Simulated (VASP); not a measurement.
Crystal: Rh.

```
Rh
1.0
     2.42633    0.00000    0.00000
     0.00000    2.42633    0.00000
     0.00000    0.00000    2.42633
Rh
1
Direct
  0.00000 0.00000 0.00000
```

- Program: VASP 6.6.1
- Task: relaxation of cell and atoms
- Functional: LDA
- Potentials or basis: VASP PAW LDA potentials, release 64 (Rh_pv)
- Cutoff: 600 eV
- k mesh: 17 × 17 × 17
- Occupations: fermi-dirac, width 0.08 eV
- Spin: no spin polarisation

At the start: pressure 18.6 GPa; volume 14.28 Å³/atom.

Task: How do energy, volume and symmetry change on relaxing?

Result: Over 5 steps the energy falls by 54.9 meV/atom and the volume is 15.29 Å³/atom (+7.0 %); space group Pm-3m (No. 221, to 0.05 Å).

The path:
```csv
step,energy change (eV),largest force (eV/Å),pressure (GPa),volume (Å³)
1,0.0000,0.0000,18.64,14.28
2,0.1917,0.0000,-24.67,18.00
3,-0.0547,0.0000,-0.84,15.36
4,-0.0549,0.0000,-0.23,15.31
5,-0.0549,0.0000,0.02,15.29
```

Final structure:
```
Rh
1.0
     2.48185    0.00000    0.00000
     0.00000    2.48185    0.00000
     0.00000    0.00000    2.48185
Rh
1
Direct
  0.00000 0.00000 0.00000
```
